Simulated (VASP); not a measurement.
# InAgTe2 (I-42d) in VASP: notebook

The runs below take InAgTe2 through single point, with LDA, PBEsol.

Everything below comes from runs of VASP 6.6.1. Logs are shortened: lines on timing, memory, paths and dates and some standing lists are left out, and cuts for length are marked.

## Step 1: The cell of the first run

It takes space group I-42d (No. 122, tetragonal). Conventional cell: a = 6.355 Å, b = 6.355 Å, c = 12.630 Å, α = 90.00°, β = 90.00°, γ = 90.00°. Within 3.7 Å of In (site symmetry -4) lie 4 Te at 2.78 Å. Ag (site symmetry -4) has 4 Te at 2.71 Å within 3.6 Å. Te (site symmetry 2) has 2 Ag at 2.71 Å and 2 In at 2.78 Å within 3.6 Å.

## Step 2: Single point, LDA

Input file INCAR:

```
PREC = Accurate
ENCUT = 500
EDIFF = 1E-6
ISMEAR = -1
SIGMA = 0.02
LREAL = F
LASPH = T
NELM = 120
ALGO = Normal
ISIF = 2
LWAVE = F
LCHARG = F
GGA = CA
NBANDS = 46
GGA_COMPAT = F
```

Input file KPOINTS:

```
Automatic mesh
0
Gamma
  6 6 6
```

Input file POSCAR:

```
InAgTe2
1.0
   -3.1774306365      3.1774306365      6.3147583767
    3.1774306365     -3.1774306365      6.3147583767
    3.1774306365      3.1774306365     -6.3147583767
In Ag Te
2 2 4
Direct
    0.5000000000      0.5000000000      0.0000000000
    0.2500000000      0.7500000000      0.5000000000
    0.0000000000      0.0000000000      0.0000000000
    0.7500000000      0.2500000000      0.5000000000
    0.3750000000      0.3648769020      0.4898769020
    0.6351230980      0.1250000000      1.0101230980
    0.8750000000      0.8851230980      0.5101230980
    0.1148769020      0.6250000000     -0.0101230980
```

Potentials or basis: VASP PAW LDA potentials, release 64 (In_d, Ag, Te).

Run with:

```console
$ cat potpaw_LDA.64/In_d/POTCAR potpaw_LDA.64/Ag/POTCAR potpaw_LDA.64/Te/POTCAR > POTCAR
$ mpirun -np 1 vasp_std > vasp.out
```

OUTCAR:

```text
PREC = Accurate
   ENCUT = 500
   EDIFF = 1E-6
   ISMEAR = -1
   LREAL = F
   LASPH = T
   NELM = 120
   ISIF = 2
   GGA = CA

 ion  position               nearest neighbor table
   1  0.500  0.500  0.000-   8 2.78   6 2.78   7 2.78   5 2.78
   2  0.250  0.750  0.500-   5 2.78   6 2.78   7 2.78   8 2.78
   3  0.000  0.000  0.000-   6 2.71   7 2.71   8 2.71   5 2.71
   4  0.750  0.250  0.500-   5 2.71   6 2.71   7 2.71   8 2.71
   5  0.375  0.365  0.490-   4 2.71   3 2.71   2 2.78   1 2.78
   6  0.635  0.125  0.010-   3 2.71   4 2.71   1 2.78   2 2.78
   7  0.875  0.885  0.510-   3 2.71   4 2.71   2 2.78   1 2.78
   8  0.115  0.625  0.990-   3 2.71   4 2.71   1 2.78   2 2.78

  LATTYP: Found a body centered tetragonal cell.
 ALAT       =     6.3548612730
 C/A-ratio  =     1.9873788287

  Lattice vectors:

 A1 = (  -3.1774306365,   3.1774306365,   6.3147583767)
 A2 = (   3.1774306365,  -3.1774306365,   6.3147583767)
 A3 = (   3.1774306365,   3.1774306365,  -6.3147583767)

Analysis of symmetry for initial positions (statically):
=====================================================================
 Subroutine PRICEL returns:
 Original cell was already a primitive cell.

 Routine SETGRP: Setting up the symmetry group for a
 body centered tetragonal supercell.

 Subroutine GETGRP returns: Found  8 space group operations
 (whereof  4 operations were pure point group operations)
 out of a pool of 16 trial point group operations.

The static configuration has the point symmetry S_4 .
 The point group associated with its full space group is D_2d.

Analysis of symmetry for dynamics (positions and initial velocities):
=====================================================================
 Subroutine PRICEL returns:
 Original cell was already a primitive cell.

 Routine SETGRP: Setting up the symmetry group for a
 body centered tetragonal supercell.

 Subroutine GETGRP returns: Found  8 space group operations
 (whereof  4 operations were pure point group operations)
 out of a pool of 16 trial point group operations.

The dynamic configuration has the point symmetry S_4 .
 The point group associated with its full space group is D_2d.

 Subroutine INISYM returns: Found  8 space group operations
 (whereof  4 operations are pure point group operations),
 and found     1 'primitive' translations

----------------------------------------------------------------------------------------

                                     Primitive cell

  volume of cell :     255.0169

  direct lattice vectors                    reciprocal lattice vectors
    -3.177430637  3.177430637  6.314758377     0.000000000  0.157359847  0.079179593
     3.177430637 -3.177430637  6.314758377     0.157359847  0.000000000  0.079179593
     3.177430637  3.177430637 -6.314758377     0.157359847  0.157359847  0.000000000

  length of vectors
     7.750374459  7.750374459  7.750374459     0.176157684  0.176157684  0.222540430

  position of ions in fractional coordinates (direct lattice)
     0.500000000  0.500000000  0.000000000
     0.250000000  0.750000000  0.500000000
     0.000000000  0.000000000  0.000000000
     0.750000000  0.250000000  0.500000000
     0.375000000  0.364876902  0.489876902
     0.635123098  0.125000000  0.010123098
     0.875000000  0.885123098  0.510123098
     0.114876902  0.625000000  0.989876902

  ion indices of the primitive-cell ions
   primitive index   ion index
                 1           1
                 2           2
                 3           3
                 4           4
                 5           5
                 6           6
                 7           7
                 8           8

----------------------------------------------------------------------------------------

 KPOINTS: Automatic mesh

Automatic generation of k-mesh.
 Grid dimensions read from file:
 generate k-points for:    6    6    6

 Generating k-lattice:

  Cartesian coordinates                     Fractional coordinates (reciprocal lattice)
     0.000000000  0.026226641  0.013196599     0.166666667  0.000000000  0.000000000
     0.026226641  0.000000000  0.013196599     0.000000000  0.166666667  0.000000000
     0.026226641  0.026226641  0.000000000     0.000000000  0.000000000  0.166666667

  Length of vectors
     0.029359614  0.029359614  0.037090072

  Shift w.r.t. Gamma in fractional coordinates (k-lattice)
     0.000000000  0.000000000  0.000000000

 Subroutine IBZKPT returns following result:
 ===========================================

 Found     30 irreducible k-points:

 Following reciprocal coordinates:
            Coordinates               Weight
  0.000000  0.000000  0.000000      1.000000
  0.166667  0.000000 -0.000000      8.000000
  0.333333  0.000000 -0.000000      8.000000
  0.500000 -0.000000  0.000000      4.000000
  0.166667  0.166667 -0.000000      8.000000
  0.333333  0.166667 -0.000000     16.000000
[... 16 lines left out ...]
 -0.333333 -0.333333  0.166667      8.000000
 -0.166667 -0.333333  0.166667      8.000000
 [... further k-points ...]
   k-points           NKPTS =     30   k-points in BZ     NKDIM =     30   number of bands    NBANDS=     46
   number of dos      NEDOS =    301   number of ions     NIONS =      8
   total plane-waves  NPLWV = 216000
   dimension x,y,z NGX =    60 NGY =   60 NGZ =   60
   dimension x,y,z NGXF=   120 NGYF=  120 NGZF=  120
   ions per type =               2   2   4
   NGX,Y,Z   is equivalent  to a cutoff of  12.87, 12.87, 12.87 a.u.
   NGXF,Y,Z  is equivalent  to a cutoff of  25.74, 25.74, 25.74 a.u.
 SYSTEM =  unknown system
   PREC   = accura    normal or accurate (medium, high low for compatibility)
   ISTART =      0    job   : 0-new  1-cont  2-samecut
   ICHARG =      2    charge: 1-file 2-atom 10-const
   ISPIN  =      1    spin polarized calculation?
   LNONCOLLINEAR =      F non collinear calculations
   LSORBIT =      F    spin-orbit coupling
   LASPH  =      T    aspherical Exc in radial PAW
   ENCUT  =  500.0 eV  36.75 Ry    6.06 a.u.  14.13 14.13 14.13*2*pi/ulx,y,z
   NELM   =    120;   NELMIN=  2; NELMDL= -5     # of ELM steps
   EDIFF  = 0.1E-05   stopping-criterion for ELM
   LREAL  =      F    real-space projection
   EDIFFG = 0.1E-04   stopping-criterion for IOM
   NSW    =      0    number of steps for IOM
   IBRION =     -1    ionic relax: 0-MD 1-quasi-New 2-CG
   NFREE  =      0    steps in history (QN), initial steepest desc. (CG)
   ISIF   =      2    stress and relaxation
   ISYM   =      2    0-nonsym 1-usesym 2-fastsym
   POTIM  = 0.5000    time-step for ionic-motion
   TEBEG  =    0.0;   TEEND  =   0.0 temperature during run
   PSTRESS=    0.0 pullay stress
   NELECT =      72.0000    total number of electrons
   NUPDOWN=      -1.0000    fix difference up-down
   EMIN   =  10.00;   EMAX   =-10.00  energy-range for DOS
   EFERMI =   0.00;   METHOD = LEGACY
   ISMEAR =    -1;   SIGMA  =   0.02  broadening in eV -4-tet -1-fermi 0-gaus
   EFERMI_NEDOS =   21; number of points for ismear=-14 and -15
   IALGO  =     38    algorithm
   IMIX   =      4    mixing-type and parameters
     AMIX     =   0.40;   BMIX     =  1.00
     AMIX_MAG =   1.60;   BMIX_MAG =  1.00
  volume/ion in A,a.u.               =      31.88       215.12
  Fermi-wavevector in a.u.,A,eV,Ry     =   1.073980  2.029527 15.693398  1.153432
  Thomas-Fermi vector in A             =   2.209795
   LORBIT       =      0    0 simple, 1 ext, 2 COOP (PROOUT), +10 PAW based schemes
   GGA     = CA    functional components
   LHFCALC =     F    Hartree Fock is set to
   AEXX    =    0.0000 exact exchange contribution
   IVDW    =     0    specifies the selected vdW correction
   LEPSILON=     F    determine dielectric tensor
   LRPA    =     F    only Hartree local field effects (RPA)
 non-spin polarized calculation
  energy-cutoff  :      500.00
  volume of cell :      255.02
 maximum number of plane-waves:      6523
 NGX is ok and might be reduce to    60
   NGX = 29   NGY = 29   NGZ = 29

 number of electron      71.9999989 magnetization

 Free energy of the ion-electron system (eV)
  ---------------------------------------------------
  ext. energy  EPLUGINS =         0.00000000
  ---------------------------------------------------
  free energy    TOTEN  =       -30.90283728 eV

  energy without entropy =      -30.90266862  energy(sigma->0) =      -30.90275295

 E-fermi :   4.9013     XC(G=0):  -9.2442

 val. band max:        4.8644309498   @ k =   0.0000   0.0000   0.0000
 cond. band min:       4.9359405590   @ k =   0.0000   0.0000   0.0000
 fundamental gap:      0.0715096092
 Fermi energy:         4.9013075222

 k-point     1 :       0.0000    0.0000    0.0000
  band No.  band energies     occupation
      1     -10.0210      2.00000
      2     -10.0156      2.00000
      3     -10.0156      2.00000
      4      -9.9372      2.00000
      5      -9.9203      2.00000
      6      -9.9203      2.00000
[... 38 lines left out ...]
     45       9.1074      0.00000
     46       9.1519      0.00000

 k-point     2 :       0.1667    0.0000   -0.0000
  band No.  band energies     occupation
      1     -10.0210      2.00000
      2     -10.0164      2.00000
      3     -10.0128      2.00000
      4      -9.9387      2.00000
      5      -9.9244      2.00000
      6      -9.9192      2.00000
[... 38 lines left out ...]
     45       9.0677      0.00000
     46       9.4963      0.00000

 k-point     3 :       0.3333    0.0000   -0.0000
  band No.  band energies     occupation
      1     -10.0216      2.00000
      2     -10.0185      2.00000
      3     -10.0046      2.00000
      4      -9.9439      2.00000
      5      -9.9314      2.00000
      6      -9.9173      2.00000
[... 1018 lines left out ...]
     45       9.5877      0.00000
     46       9.6834      0.00000

 k-point    24 :      -0.1667   -0.3333    0.1667
  band No.  band energies     occupation
      1     -10.0194      2.00000
      2     -10.0191      2.00000
      3     -10.0075      2.00000
      4      -9.9506      2.00000
      5      -9.9202      2.00000
      6      -9.9164      2.00000
[... 38 lines left out ...]
     45       9.1576      0.00000
     46       9.4723      0.00000

 [... further k-points ...]

------------------------ aborting loop because EDIFF is reached ----------------------------------------

  FORCE on cell =-STRESS in cart. coord.  units (eV):
  Direction    XX          YY          ZZ          XY          YZ          ZX
  --------------------------------------------------------------------------------------
  -------------------------------------------------------------------------------------
  Total        0.1009382      0.1009382      0.1205765      0.0000000      0.0000000     -0.0000000
  in kB        0.6341578      0.6341578      0.7575379      0.0000000      0.0000000     -0.0000000
  external PRESSURE =       0.6752845 kB  Pullay stress =       0.0000000 kB

 VOLUME and BASIS-vectors are now :
 -----------------------------------------------------------------------------
  energy-cutoff  :      500.00
  volume of cell :      255.02
      direct lattice vectors                 reciprocal lattice vectors
    -3.177430637  3.177430637  6.314758377     0.000000000  0.157359847  0.079179593
     3.177430637 -3.177430637  6.314758377     0.157359847  0.000000000  0.079179593
     3.177430637  3.177430637 -6.314758377     0.157359847  0.157359847  0.000000000

 POSITION                                       TOTAL-FORCE (eV/Angst)
 -----------------------------------------------------------------------------------
      0.00000      0.00000      6.31476        -0.000000      0.000000      0.000000
      3.17743      0.00000      3.15738        -0.000000     -0.000000     -0.000000
      0.00000      0.00000      0.00000        -0.000000     -0.000000      0.000000
      0.00000      3.17743      3.15738        -0.000000     -0.000000      0.000000
      1.52438      1.58872      1.57869        -0.006377      0.000000      0.000000
     -1.58872      1.65305      4.73607        -0.000000      0.006377     -0.000000
      1.65305      1.58872      7.89345         0.006377     -0.000000     -0.000000
      4.76615      1.52438     -1.57869        -0.000000     -0.006377      0.000000
 -----------------------------------------------------------------------------------
    total drift:                               -0.000003     -0.000003     -0.000004

  FREE ENERGIE OF THE ION-ELECTRON SYSTEM (eV)
  ---------------------------------------------------
  free  energy   TOTEN  =       -30.9028372846 eV

  energy  without entropy=      -30.9026686197  energy(sigma->0) =      -30.90275295
```

Run time: 7.9 min. Hardware: 1 thread of Intel Xeon Platinum 8488C (Sapphire Rapids), shared host; peak memory 0.56 GiB.

What came out:

* Free energy: -30.9028 eV
* Pressure: 0.1 GPa
* Largest force: 0.006 eV/Å
* Band gap on the k mesh: 0.07 eV

Forces in eV/Å, atoms in the order of the input:
```
In   0.000  0.000  0.000
In   0.000  0.000  0.000
Ag   0.000  0.000  0.000
Ag   0.000  0.000  0.000
Te  -0.006  0.000  0.000
Te   0.000  0.006  0.000
Te   0.006  0.000  0.000
Te   0.000 -0.006  0.000
```

Levels at points of the mesh, in eV from the valence-band top:
```tsv
k point	band 32	band 33	band 34	band 35	band 36	band 37	band 38	band 39	band 40	band 41
(0.00, 0.00, 0.00)	-2.19	-2.19	-0.06	-0.06	0.00	0.07	1.76	1.81	3.35	3.35
(0.50, 0.00, 0.00)	-2.05	-1.75	-1.47	-1.36	-0.72	1.79	2.09	2.76	3.46	3.59
(0.50, 0.50, 0.00)	-1.49	-1.01	-1.01	-0.62	-0.62	0.82	0.82	2.80	2.80	4.07
(0.50, 0.50, 0.50)	-2.05	-1.42	-1.42	-1.12	-1.12	1.43	1.43	1.80	1.80	2.50
```

Caveat: semilocal functionals underestimate gaps, and a narrow one can read as zero; spin-orbit coupling is left out, which moves the levels of the heavy elements.

## Step 3: Single point, PBEsol

This run uses another cell than the first one, of 33.00 Å³/atom.

Input file INCAR:

```
SYSTEM = InAgTe2
PREC     = Accurate       ! precision mode
ENCUT    = 500            ! plane-wave cutoff, eV
EDIFF    = 1E-6           ! SCF threshold, eV
ISMEAR   = -1             ! smearing method
SIGMA    = 0.02           ! smearing width, eV
LREAL    = .FALSE.        ! projectors in reciprocal space
LASPH    = .TRUE.         ! aspherical terms in the spheres
NELM     = 120            ! most SCF steps
ALGO     = Normal         ! electronic algorithm
ISIF     = 2              ! what is computed and relaxed
LWAVE    = .FALSE.        ! write WAVECAR
LCHARG   = .FALSE.        ! write CHGCAR
GGA      = PS             ! functional
NBANDS   = 46             ! bands
GGA_COMPAT= .FALSE.
```

Input file KPOINTS:

```
Automatic mesh
0
G
  6 6 6
  0 0 0
```

Input file POSCAR:

```
InAgTe2
1.0
   -3.2179356529      3.2179356529      6.3734450736
    3.2179356529     -3.2179356529      6.3734450736
    3.2179356529      3.2179356529     -6.3734450736
In Ag Te
2 2 4
Direct
    0.5000000000      0.5000000000      0.0000000000
    0.2500000000      0.7500000000      0.5000000000
    0.0000000000      0.0000000000      0.0000000000
    0.7500000000      0.2500000000      0.5000000000
    0.3750000000      0.3664586376      0.4914586376
    0.6335413624      0.1250000000      1.0085413624
    0.8750000000      0.8835413624      0.5085413624
    0.1164586376      0.6250000000     -0.0085413624
```

Potentials or basis: VASP PAW PBE potentials, release 64 (In_d, Ag, Te).

Run with:

```console
$ cat potpaw_PBE.64/In_d/POTCAR potpaw_PBE.64/Ag/POTCAR potpaw_PBE.64/Te/POTCAR > POTCAR
$ mpirun -np 1 vasp_std > vasp.out
```

Wall time 9.8 min (1 thread of Intel Xeon Platinum 8488C (Sapphire Rapids), shared host); peak memory 0.69 GiB.

The run converged. Its results:

```
Free energy            : -28.4728 eV
Pressure               : 0.0 GPa
Largest force          : 0.015 eV/Å
Band gap on the k mesh : 0.08 eV
```

Forces on the atoms (eV/Å):
```
In   0.000  0.000  0.000
In   0.000  0.000  0.000
Ag   0.000  0.000  0.000
Ag   0.000  0.000  0.000
Te  -0.015  0.000  0.000
Te   0.000  0.015  0.000
Te   0.015  0.000  0.000
Te   0.000 -0.015  0.000
```

Levels at points of the mesh, in eV from the valence-band top:
| k point | band 34 | band 35 | band 36 | band 37 | band 38 | band 39 |
| --- | --- | --- | --- | --- | --- | --- |
| (0.00, 0.00, 0.00) | -0.08 | -0.08 | 0.00 | 0.08 | 1.81 | 1.91 |
| (0.50, 0.00, 0.00) | -1.36 | -1.28 | -0.66 | 1.77 | 2.08 | 2.83 |
| (0.50, 0.50, 0.00) | -0.96 | -0.57 | -0.57 | 0.86 | 0.86 | 2.82 |
| (0.50, 0.50, 0.50) | -1.35 | -1.04 | -1.04 | 1.47 | 1.47 | 1.91 |

Caveat: semilocal functionals underestimate gaps, and a narrow one can read as zero; the PAW data sets were made with another functional, which shifts forces and pressure a little; spin-orbit coupling is left out, which moves the levels of the heavy elements.
